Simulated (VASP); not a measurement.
# AlRu (P4/mmm) in VASP: further runs, part 2 of 2

VASP 6.6.1.

## 3. Single point, PBE (strain +0.0200 x Voigt [1, 0, 0, 0, 0, 0])

Contents of INCAR:

```
PREC = Accurate ; ENCUT = 520
EDIFF = 1E-6 ; ISMEAR = 0
SIGMA = 0.15 ; LREAL = False
LASPH = True ; NELM = 100
ALGO = Fast ; ISIF = 2
LWAVE = False ; LCHARG = True
GGA = PE ; LELF = True
LVHAR = True ; NBANDS = 16
```

Contents of KPOINTS:

```
Automatic mesh
0
Gamma
  16 16 16
```

Contents of POSCAR:

```
AlRu
1.0
    3.0514320000      0.0000000000      0.0000000000
    0.0000000000      2.9916000000      0.0000000000
    0.0000000000      0.0000000000      2.9916000000
Al Ru
1 1
Direct
    0.0000000000      0.0000000000      0.0000000000
    0.5000000000      0.5000000000      0.5000000000
```

Potentials or basis: VASP PAW PBE potentials, release 64 (Al, Ru_pv).

Run with:

```bash
$ cat potpaw_PBE.64/Al/POTCAR potpaw_PBE.64/Ru_pv/POTCAR > POTCAR
$ mpirun -np 1 vasp_std > vasp.out
```

Run time: 61 s. Hardware: 1 thread of Intel Xeon Platinum 8375C at 2.90GHz (Ice Lake), shared host; peak memory 0.27 GiB.

The run converged. Its results:

| Item | Value |
| --- | --- |
| Free energy | -14.2628 eV |
| Pressure | -1.5 GPa |

Stress tensor (GPa, compression positive):
```
-3.58  0.00  0.00
 0.00 -0.39  0.00
 0.00  0.00 -0.39
```

Levels at points of the mesh, in eV from the Fermi level:
```
           k point  band 7  band 8  band 9  band 10  band 11  band 12
(0.00, 0.00, 0.00)    0.12    0.12    0.24     5.57     6.17     6.17
(0.50, 0.00, 0.00)   -1.50   -1.50    0.46     1.98     7.46    11.08
(0.00, 0.50, 0.00)   -1.73   -1.51    0.38     2.31     7.43    10.58
(0.50, 0.50, 0.00)   -1.34   -1.12   -1.05     1.42     5.09     5.97
(0.00, 0.50, 0.50)   -1.30   -1.26   -1.26     1.55     5.34     6.09
(0.50, 0.50, 0.50)    1.49    1.63    2.44     4.00     4.11     4.11
```

Caveat: the cell differs from its parent crystal (strain +0.0200 x Voigt [1, 0, 0, 0, 0, 0]).

## 4. Single point, PBE (strain +0.0300 x Voigt [1, 0, 0, 0, 0, 0])

Contents of INCAR:

```
  PREC = Accurate
  ENCUT = 520
  EDIFF = 1E-6
  ISMEAR = 0
  SIGMA = 0.15
  LREAL = False
  LASPH = True
  NELM = 100
  ALGO = Fast
  ISIF = 2
  LWAVE = False
  LCHARG = False
  GGA = PE
  NBANDS = 16
```

Contents of KPOINTS:

```
regular mesh
0
Gamma
  16 16 16
```

POSCAR: that of step 3 with these lines changed.

```diff
@@ -2,3 +2,3 @@
 1.0
-    3.0514320000      0.0000000000      0.0000000000
+    3.0813480000      0.0000000000      0.0000000000
     0.0000000000      2.9916000000      0.0000000000
```

Run with:

```bash
$ cat potpaw_PBE.64/Al/POTCAR potpaw_PBE.64/Ru_pv/POTCAR > POTCAR
$ mpirun -np 1 vasp_std > vasp.out
```

It took 60 s on 1 thread of Intel Xeon Platinum 8375C at 2.90GHz (Ice Lake), shared host; peak memory 0.28 GiB.

Results (log left out):

| Property | Result |
| --- | --- |
| Free energy | -14.2547 eV |
| Pressure | -3.3 GPa |

Stress tensor (GPa, compression positive):
```
-6.36  0.00  0.00
 0.00 -1.77  0.00
 0.00  0.00 -1.77
```

Levels at points of the mesh, in eV from the Fermi level:
```
           k point  band 6  band 7  band 8  band 9  band 10  band 11  band 12  band 13
(0.00, 0.00, 0.00)   -3.42    0.10    0.10    0.27     5.34     6.22     6.22    10.73
(0.50, 0.00, 0.00)   -2.73   -1.44   -1.44    0.47     1.84     7.47    11.11    11.11
(0.00, 0.50, 0.00)   -2.63   -1.78   -1.45    0.36     2.33     7.42    10.36    11.12
(0.50, 0.50, 0.00)   -1.51   -1.31   -1.08   -1.00     1.37     4.99     5.85    10.57
(0.00, 0.50, 0.50)   -1.30   -1.30   -1.26   -1.26     1.57     5.36     6.03     9.91
(0.50, 0.50, 0.50)   -4.47    1.43    1.64    2.38     3.94     4.11     4.11     8.10
```

Caveat: the cell differs from its parent crystal (strain +0.0300 x Voigt [1, 0, 0, 0, 0, 0]).

## 5. Single point, PBE (strain +0.0350 x Voigt [1, 0, 0, 0, 0, 0])

Contents of INCAR:

```
PREC = Accurate ; ENCUT = 520
EDIFF = 1E-6 ; ISMEAR = 0
SIGMA = 0.15 ; LREAL = F
LASPH = T ; NELM = 60
ALGO = Fast ; ISIF = 2
LWAVE = F ; LCHARG = F
GGA = PE ; NBANDS = 16
```

Contents of KPOINTS:

```
Automatic mesh
0
Gamma
  16 16 16
```

POSCAR: that of step 4 with these lines changed.

```diff
@@ -2,3 +2,3 @@
 1.0
-    3.0813480000      0.0000000000      0.0000000000
+    3.0963060000      0.0000000000      0.0000000000
     0.0000000000      2.9916000000      0.0000000000
```

Run with:

```bash
$ cat potpaw_PBE.64/Al/POTCAR potpaw_PBE.64/Ru_pv/POTCAR > POTCAR
$ mpirun -np 1 vasp_std > vasp.out
```

Run time: 62 s. Hardware: 1 thread of Intel Xeon Platinum 8375C at 2.90GHz (Ice Lake), shared host; peak memory 0.28 GiB.

The run converged. Its results:

| Quantity | Value |
| --- | --- |
| Free energy | -14.2489 eV |
| Pressure | -4.2 GPa |

Stress tensor (GPa, compression positive):
```
-7.67  0.00  0.00
 0.00 -2.43  0.00
 0.00  0.00 -2.43
```

Levels at points of the mesh, in eV from the Fermi level:
```tsv
k point	band 7	band 8	band 9	band 10	band 11	band 12
(0.00, 0.00, 0.00)	0.09	0.09	0.29	5.22	6.24	6.24
(0.50, 0.00, 0.00)	-1.41	-1.41	0.48	1.77	7.47	11.12
(0.00, 0.50, 0.00)	-1.81	-1.43	0.35	2.34	7.41	10.26
(0.50, 0.50, 0.00)	-1.30	-1.07	-0.97	1.34	4.95	5.79
(0.00, 0.50, 0.50)	-1.32	-1.24	-1.24	1.58	5.37	5.99
(0.50, 0.50, 0.50)	1.40	1.64	2.35	3.91	4.11	4.11
```

Caveat: the cell differs from its parent crystal (strain +0.0350 x Voigt [1, 0, 0, 0, 0, 0]).

## 6. Single point, PBE (strain +0.0400 x Voigt [1, 0, 0, 0, 0, 0])

Contents of INCAR:

```
  ALGO = Fast
  EDIFF = 1E-7
  ENCUT = 520
  GGA = PE
  ISIF = 2
  ISMEAR = 0
  LASPH = True
  LCHARG = False
  LREAL = False
  LWAVE = False
  NBANDS = 16
  NELM = 60
  PREC = Accurate
  SIGMA = 0.15
```

Contents of KPOINTS:

```
k-points
0
Gamma
  16 16 16
```

POSCAR: that of step 5 with these lines changed.

```diff
@@ -2,3 +2,3 @@
 1.0
-    3.0963060000      0.0000000000      0.0000000000
+    3.1112640000      0.0000000000      0.0000000000
     0.0000000000      2.9916000000      0.0000000000
```

Potentials or basis: VASP PAW PBE potentials, release 64 (Al, Ru_pv).

Run with:

```bash
$ cat potpaw_PBE.64/Al/POTCAR potpaw_PBE.64/Ru_pv/POTCAR > POTCAR
$ mpirun -np 1 vasp_std > vasp.out
```

It took 79 s on 1 thread of Intel Xeon Platinum 8375C at 2.90GHz (Ice Lake), shared host; peak memory 0.28 GiB.

The run converged. Its results:

* Free energy: -14.2420 eV
* Pressure: -5.0 GPa

Stress tensor (GPa, compression positive):
```
-8.91  0.00  0.00
 0.00 -3.06  0.00
 0.00  0.00 -3.06
```

Levels at points of the mesh, in eV from the Fermi level:
| k point | band 6 | band 7 | band 8 | band 9 | band 10 | band 11 | band 12 | band 13 |
| --- | --- | --- | --- | --- | --- | --- | --- | --- |
| (0.00, 0.00, 0.00) | -3.37 | 0.08 | 0.08 | 0.30 | 5.11 | 6.26 | 6.26 | 10.65 |
| (0.50, 0.00, 0.00) | -2.72 | -1.38 | -1.38 | 0.49 | 1.71 | 7.48 | 11.13 | 11.13 |
| (0.00, 0.50, 0.00) | -2.58 | -1.83 | -1.40 | 0.34 | 2.34 | 7.40 | 10.15 | 11.16 |
| (0.50, 0.50, 0.00) | -1.56 | -1.29 | -1.05 | -0.94 | 1.32 | 4.90 | 5.73 | 10.57 |
| (0.00, 0.50, 0.50) | -1.33 | -1.33 | -1.22 | -1.22 | 1.58 | 5.38 | 5.96 | 9.71 |
| (0.50, 0.50, 0.50) | -4.41 | 1.37 | 1.65 | 2.32 | 3.88 | 4.10 | 4.10 | 7.96 |

Caveat: the cell differs from its parent crystal (strain +0.0400 x Voigt [1, 0, 0, 0, 0, 0]).

## 7. Overview

| cell | further INCAR settings | gap on the mesh (eV) | pressure (GPa) |
| --- | --- | --- | --- |
| a = 3.022, b = 2.992, c = 2.992 Å, 2 atoms | ALGO = Fast; EDIFF = 1e-06; NBANDS = 16 | none | 0.5 |
| a = 3.051, b = 2.992, c = 2.992 Å, 2 atoms | ALGO = Fast; EDIFF = 1e-06; NBANDS = 16 | none | -1.5 |
| a = 3.081, b = 2.992, c = 2.992 Å, 2 atoms | ALGO = Fast; EDIFF = 1e-06; NBANDS = 16 | none | -3.3 |
| a = 3.096, b = 2.992, c = 2.992 Å, 2 atoms | ALGO = Fast; EDIFF = 1e-06; NBANDS = 16 | none | -4.2 |
| a = 3.111, b = 2.992, c = 2.992 Å, 2 atoms | ALGO = Fast; EDIFF = 1e-07; NBANDS = 16 | none | -5.0 |

Alike in all rows: task single point; level PBE; potentials or basis VASP PAW PBE potentials, release 64 (Al, Ru_pv); no spin polarisation; k mesh 16 × 16 × 16; cutoff (eV) 520; smearing gaussian 0.15 eV.

Absolute energies hang on the potentials; compare differences alone.
